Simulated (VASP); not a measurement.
# Zn (P6_3/mmc) in VASP: further runs

The runs below take Zn through single point, relaxation of cell and atoms, with PBE.

Everything below comes from runs of VASP 6.6.1. Logs are shortened: lines on timing, memory, paths and dates and some standing lists are left out, and cuts for length are marked.

### 1 The cell of the first run

It takes space group P6_3/mmc (No. 194, hexagonal). Conventional cell: a = 2.742 Å, b = 2.742 Å, c = 4.559 Å, α = 90.00°, β = 90.00°, γ = 120.00°. Within 3.6 Å of Zn (site symmetry -6m2) lie 12 Zn at 2.74 to 2.78 Å.

### 2 Single point, PBE

INCAR

```
SYSTEM = Zn
PREC = Accurate
ENCUT = 520
EDIFF = 1E-7
ISMEAR = 0
SIGMA = 0.05
LREAL = .FALSE.
LASPH = .TRUE.
NELM = 100
ALGO = Normal
ISIF = 2
LWAVE = .FALSE.
LCHARG = .FALSE.
GGA = PE
NBANDS = 19
```

KPOINTS

```
Automatic mesh
0
G
  8 8 4
  0 0 0
```

POSCAR

```
Zn
1.0
    2.7416841128      0.0000000000      0.0000000000
   -1.3708420564      2.3743680909      0.0000000000
    0.0000000000      0.0000000000      4.5586775342
Zn
2
Direct
    0.3333333333      0.6666666667      0.7500000000
    0.6666666667      0.3333333333      0.2500000000
```

Potentials or basis: VASP PAW PBE potentials, release 64 (Zn).

Started as:

```console
cat potpaw_PBE.64/Zn/POTCAR > POTCAR
mpirun -np 1 vasp_std > vasp.out
```

OUTCAR:

```text
SYSTEM = Zn
   PREC = Accurate
   ENCUT = 520
   EDIFF = 1E-7
   ISMEAR = 0
   LREAL = .FALSE.
   LASPH = .TRUE.
   NELM = 100
   ISIF = 2
   GGA = PE

 ion  position               nearest neighbor table
   1  0.333  0.667  0.750-   2 2.78   2 2.78   2 2.78   2 2.78   2 2.78   2 2.78
   2  0.667  0.333  0.250-   1 2.78   1 2.78   1 2.78   1 2.78   1 2.78   1 2.78

  LATTYP: Found a hexagonal cell.
 ALAT       =     2.7416841128
 C/A-ratio  =     1.6627289457

  Lattice vectors:

 A1 = (   2.7416841128,   0.0000000000,   0.0000000000)
 A2 = (  -1.3708420564,   2.3743680909,   0.0000000000)
 A3 = (   0.0000000000,   0.0000000000,   4.5586775342)

Analysis of symmetry for initial positions (statically):
=====================================================================
 Subroutine PRICEL returns:
 Original cell was already a primitive cell.

 Routine SETGRP: Setting up the symmetry group for a
 hexagonal supercell.

 Subroutine GETGRP returns: Found 24 space group operations
 (whereof 12 operations were pure point group operations)
 out of a pool of 24 trial point group operations.

The static configuration has the point symmetry D_3d.
 The point group associated with its full space group is D_6h.

Analysis of symmetry for dynamics (positions and initial velocities):
=====================================================================
 Subroutine PRICEL returns:
 Original cell was already a primitive cell.

 Routine SETGRP: Setting up the symmetry group for a
 hexagonal supercell.

 Subroutine GETGRP returns: Found 24 space group operations
 (whereof 12 operations were pure point group operations)
 out of a pool of 24 trial point group operations.

The dynamic configuration has the point symmetry D_3d.
 The point group associated with its full space group is D_6h.

 Subroutine INISYM returns: Found 24 space group operations
 (whereof 12 operations are pure point group operations),
 and found     1 'primitive' translations

----------------------------------------------------------------------------------------

                                     Primitive cell

  volume of cell :      29.6759

  direct lattice vectors                    reciprocal lattice vectors
     2.741684113  0.000000000  0.000000000     0.364739320  0.210582345  0.000000000
    -1.370842056  2.374368091  0.000000000     0.000000000  0.421164690  0.000000000
     0.000000000  0.000000000  4.558677534     0.000000000  0.000000000  0.219361864

  length of vectors
     2.741684113  2.741684113  4.558677534     0.421164690  0.421164690  0.219361864

  position of ions in fractional coordinates (direct lattice)
     0.333333333  0.666666667  0.750000000
     0.666666667  0.333333333  0.250000000

  ion indices of the primitive-cell ions
   primitive index   ion index
                 1           1
                 2           2

----------------------------------------------------------------------------------------

 KPOINTS: Automatic mesh

Automatic generation of k-mesh.
 Grid dimensions read from file:
 generate k-points for:    8    8    4

 Generating k-lattice:

  Cartesian coordinates                     Fractional coordinates (reciprocal lattice)
     0.045592415  0.026322793  0.000000000     0.125000000  0.000000000  0.000000000
     0.000000000  0.052645586  0.000000000     0.000000000  0.125000000  0.000000000
     0.000000000  0.000000000  0.054840466     0.000000000  0.000000000  0.250000000

  Length of vectors
     0.052645586  0.052645586  0.054840466

  Shift w.r.t. Gamma in fractional coordinates (k-lattice)
     0.000000000  0.000000000  0.000000000

 Subroutine IBZKPT returns following result:
 ===========================================

 Found     30 irreducible k-points:

 Following reciprocal coordinates:
            Coordinates               Weight
  0.000000  0.000000  0.000000      1.000000
  0.125000  0.000000  0.000000      6.000000
  0.250000  0.000000  0.000000      6.000000
  0.375000 -0.000000  0.000000      6.000000
  0.500000  0.000000  0.000000      3.000000
  0.125000  0.125000  0.000000      6.000000
[... 16 lines left out ...]
  0.250000  0.000000  0.500000      6.000000
  0.375000 -0.000000  0.500000      6.000000
 [... further k-points ...]
   k-points           NKPTS =     30   k-points in BZ     NKDIM =     30   number of bands    NBANDS=     19
   number of dos      NEDOS =    301   number of ions     NIONS =      2
   total plane-waves  NPLWV =  14400
   dimension x,y,z NGX =    20 NGY =   20 NGZ =   36
   dimension x,y,z NGXF=    40 NGYF=   40 NGZF=   72
   ions per type =               2
   NGX,Y,Z   is equivalent  to a cutoff of  12.13, 12.13, 13.13 a.u.
   NGXF,Y,Z  is equivalent  to a cutoff of  24.25, 24.25, 26.26 a.u.
 SYSTEM =  Zn
   PREC   = accura    normal or accurate (medium, high low for compatibility)
   ISTART =      0    job   : 0-new  1-cont  2-samecut
   ICHARG =      2    charge: 1-file 2-atom 10-const
   ISPIN  =      1    spin polarized calculation?
   LNONCOLLINEAR =      F non collinear calculations
   LSORBIT =      F    spin-orbit coupling
   LASPH  =      T    aspherical Exc in radial PAW
   ENCUT  =  520.0 eV  38.22 Ry    6.18 a.u.   5.10  5.10  8.48*2*pi/ulx,y,z
   NELM   =    100;   NELMIN=  2; NELMDL= -5     # of ELM steps
   EDIFF  = 0.1E-06   stopping-criterion for ELM
   LREAL  =      F    real-space projection
   EDIFFG = 0.1E-05   stopping-criterion for IOM
   NSW    =      0    number of steps for IOM
   IBRION =     -1    ionic relax: 0-MD 1-quasi-New 2-CG
   NFREE  =      0    steps in history (QN), initial steepest desc. (CG)
   ISIF   =      2    stress and relaxation
   ISYM   =      2    0-nonsym 1-usesym 2-fastsym
   POTIM  = 0.5000    time-step for ionic-motion
   TEBEG  =    0.0;   TEEND  =   0.0 temperature during run
   PSTRESS=    0.0 pullay stress
   NELECT =      24.0000    total number of electrons
   NUPDOWN=      -1.0000    fix difference up-down
   EMIN   =  10.00;   EMAX   =-10.00  energy-range for DOS
   EFERMI =   0.00;   METHOD = LEGACY
   ISMEAR =     0;   SIGMA  =   0.05  broadening in eV -4-tet -1-fermi 0-gaus
   EFERMI_NEDOS =   21; number of points for ismear=-14 and -15
   IALGO  =     38    algorithm
   IMIX   =      4    mixing-type and parameters
     AMIX     =   0.40;   BMIX     =  1.00
     AMIX_MAG =   1.60;   BMIX_MAG =  1.00
  volume/ion in A,a.u.               =      14.84       100.13
  Fermi-wavevector in a.u.,A,eV,Ry     =   1.525260  2.882323 31.652828  2.326417
  Thomas-Fermi vector in A             =   2.633454
   LORBIT       =      0    0 simple, 1 ext, 2 COOP (PROOUT), +10 PAW based schemes
   GGA     = PE    functional components
   LHFCALC =     F    Hartree Fock is set to
   AEXX    =    0.0000 exact exchange contribution
   IVDW    =     0    specifies the selected vdW correction
   LEPSILON=     F    determine dielectric tensor
   LRPA    =     F    only Hartree local field effects (RPA)
 non-spin polarized calculation
 Gauss-broadening in eV      SIGMA  =   0.05
  energy-cutoff  :      520.00
  volume of cell :       29.68
 maximum number of plane-waves:       809
   NGX = 11   NGY = 11   NGZ = 17

 number of electron      23.9999997 magnetization

 Free energy of the ion-electron system (eV)
  ---------------------------------------------------
  ext. energy  EPLUGINS =         0.00000000
  ---------------------------------------------------
  free energy    TOTEN  =        -2.23512002 eV

  energy without entropy =       -2.23470595  energy(sigma->0) =       -2.23491299

 E-fermi :   3.1536     XC(G=0): -11.6966

 val. band max:        3.1193636429   @ k =   0.5000   0.0000   0.5000
 cond. band min:       3.7506392579   @ k =   0.3750   0.1250   0.2500
 fundamental gap:      0.6312756150
 Fermi energy:         3.1535671602

 k-point     1 :       0.0000    0.0000    0.0000
  band No.  band energies     occupation
      1      -7.2931      2.00000
      2      -5.2437      2.00000
      3      -4.4931      2.00000
      4      -4.4146      2.00000
      5      -4.4146      2.00000
      6      -4.3300      2.00000
[... 11 lines left out ...]
     18      21.0344      0.00000
     19      21.1909      0.00000

 k-point     2 :       0.1250    0.0000    0.0000
  band No.  band energies     occupation
      1      -6.8663      2.00000
      2      -5.1066      2.00000
      3      -4.5409      2.00000
      4      -4.3846      2.00000
      5      -4.3344      2.00000
      6      -4.3208      2.00000
[... 11 lines left out ...]
     18      21.1080      0.00000
     19      22.2784      0.00000

 k-point     3 :       0.2500    0.0000    0.0000
  band No.  band energies     occupation
      1      -5.7392      2.00000
      2      -4.9473      2.00000
      3      -4.5736      2.00000
      4      -4.5168      2.00000
      5      -4.4078      2.00000
      6      -4.3141      2.00000
[... 11 lines left out ...]
     18      17.3783      0.00000
     19      20.9074      0.00000

 k-point     4 :       0.3750   -0.0000    0.0000
  band No.  band energies     occupation
      1      -5.0945      2.00000
      2      -5.0219      2.00000
      3      -4.8540      2.00000
      4      -4.3999      2.00000
      5      -4.3157      2.00000
      6      -4.2966      2.00000
[... 11 lines left out ...]
     18      16.5507      0.00000
     19      19.3319      0.00000

 k-point     5 :       0.5000    0.0000    0.0000
  band No.  band energies     occupation
      1      -5.1192      2.00000
      2      -5.0233      2.00000
      3      -4.9534      2.00000
      4      -4.4335      2.00000
      5      -4.3356      2.00000
      6      -4.2563      2.00000
[... 11 lines left out ...]
     18      16.2817      0.00000
     19      18.7734      0.00000

 k-point     6 :       0.1250    0.1250    0.0000
  band No.  band energies     occupation
      1      -6.0674      2.00000
      2      -4.9186      2.00000
      3      -4.6268      2.00000
      4      -4.4530      2.00000
      5      -4.3958      2.00000
      6      -4.3369      2.00000
[... 11 lines left out ...]
     18      18.7948      0.00000
     19      19.7889      0.00000

 k-point     7 :       0.2500    0.1250    0.0000
  band No.  band energies     occupation
      1      -5.0544      2.00000
      2      -4.8910      2.00000
      3      -4.7442      2.00000
      4      -4.5074      2.00000
      5      -4.4270      2.00000
      6      -4.3511      2.00000
[... 11 lines left out ...]
     18      17.0557      0.00000
     19      17.7905      0.00000

 k-point     8 :       0.3750    0.1250    0.0000
  band No.  band energies     occupation
      1      -5.0038      2.00000
      2      -4.9154      2.00000
      3      -4.9136      2.00000
      4      -4.4539      2.00000
      5      -4.3308      2.00000
      6      -4.2609      2.00000
[... 256 lines left out ...]
 k-point    20 :       0.3750    0.2500    0.2500
  band No.  band energies     occupation
      1      -4.9085      2.00000
      2      -4.7524      2.00000
      3      -4.6621      2.00000
      4      -4.6321      2.00000
      5      -4.4625      2.00000
      6      -4.2589      2.00000
[... 11 lines left out ...]
     18      13.5553      0.00000
     19      16.5338      0.00000

 k-point    21 :       0.0000    0.0000    0.5000
  band No.  band energies     occupation
      1      -5.6968      2.00000
      2      -5.6968      2.00000
      3      -4.4330      2.00000
      4      -4.4330      2.00000
      5      -4.4330      2.00000
      6      -4.4330      2.00000
[... 11 lines left out ...]
     18      20.3921      0.00000
     19      21.7324      0.00000

 k-point    22 :       0.1250    0.0000    0.5000
  band No.  band energies     occupation
      1      -5.3716      2.00000
      2      -5.3716      2.00000
      3      -4.5603      2.00000
      4      -4.5603      2.00000
      5      -4.3757      2.00000
      6      -4.3757      2.00000
[... 11 lines left out ...]
     18      18.4765      0.00000
     19      20.1874      0.00000

 k-point    23 :       0.2500    0.0000    0.5000
  band No.  band energies     occupation
      1      -4.9758      2.00000
      2      -4.9758      2.00000
      3      -4.6701      2.00000
      4      -4.6701      2.00000
      5      -4.2462      2.00000
      6      -4.2462      2.00000
[... 11 lines left out ...]
     18      16.2457      0.00000
     19      18.7524      0.00000

 k-point    24 :       0.3750   -0.0000    0.5000
  band No.  band energies     occupation
      1      -5.0722      2.00000
      2      -5.0722      2.00000
      3      -4.7608      2.00000
      4      -4.7608      2.00000
      5      -4.1220      2.00000
      6      -4.1220      2.00000
[... 11 lines left out ...]
     18      14.7733      0.00000
     19      17.8083      0.00000

 [... further k-points ...]
[... 5 lines left out ...]
  --------------------------------------------------------------------------------------
  -------------------------------------------------------------------------------------
  Total        0.0826145      0.0826145      0.0576238      0.0000000     -0.0000000      0.0000000
  in kB        4.4602827      4.4602827      3.1110609      0.0000000     -0.0000000      0.0000000
  external PRESSURE =       4.0105421 kB  Pullay stress =       0.0000000 kB

 VOLUME and BASIS-vectors are now :
 -----------------------------------------------------------------------------
  energy-cutoff  :      520.00
  volume of cell :       29.68
      direct lattice vectors                 reciprocal lattice vectors
     2.741684113  0.000000000  0.000000000     0.364739320  0.210582345  0.000000000
    -1.370842056  2.374368091  0.000000000     0.000000000  0.421164690  0.000000000
     0.000000000  0.000000000  4.558677534     0.000000000  0.000000000  0.219361864

 POSITION                                       TOTAL-FORCE (eV/Angst)
 -----------------------------------------------------------------------------------
     -0.00000      1.58291      3.41901        -0.000000     -0.000000      0.000000
      1.37084      0.79146      1.13967         0.000000      0.000000      0.000000
 -----------------------------------------------------------------------------------
    total drift:                               -0.000000      0.000000      0.000000

  FREE ENERGIE OF THE ION-ELECTRON SYSTEM (eV)
  ---------------------------------------------------
  free  energy   TOTEN  =        -2.2351200223 eV

  energy  without entropy=       -2.2347059489  energy(sigma->0) =       -2.23491299
```

Wall time 10 s (1 thread of Intel Xeon Platinum 8375C at 2.90GHz (Ice Lake), shared host); peak memory 0.14 GiB.

What came out:

```yaml
Free_energy: -2.2351 eV
Pressure: 0.4 GPa
Band_gap_on_the_k_mesh: zero (band 12 reaches 5.06 eV, above the bottom of band 13 at 1.65 eV)
```

Levels at points of the mesh, in eV from the Fermi level:
| k point | band 8 | band 9 | band 10 | band 11 | band 12 | band 13 | band 14 | band 15 | band 16 | band 17 |
| --- | --- | --- | --- | --- | --- | --- | --- | --- | --- | --- |
| (0.00, 0.00, 0.00) | -7.33 | -7.33 | -6.97 | -6.97 | -3.02 | -1.51 | 15.66 | 15.66 | 17.57 | 17.57 |
| (0.50, 0.00, 0.00) | -6.92 | -6.90 | -6.86 | -3.15 | -2.60 | 3.67 | 3.78 | 5.10 | 6.16 | 8.87 |
| (0.00, 0.00, 0.50) | -7.47 | -7.09 | -7.09 | -7.09 | -7.09 | 7.10 | 7.10 | 17.24 | 17.24 | 17.24 |
| (0.50, 0.00, 0.50) | -6.97 | -6.87 | -6.87 | -1.97 | -1.97 | -0.03 | -0.03 | 11.11 | 11.11 | 12.09 |

(Continued in part 2 of 2.)
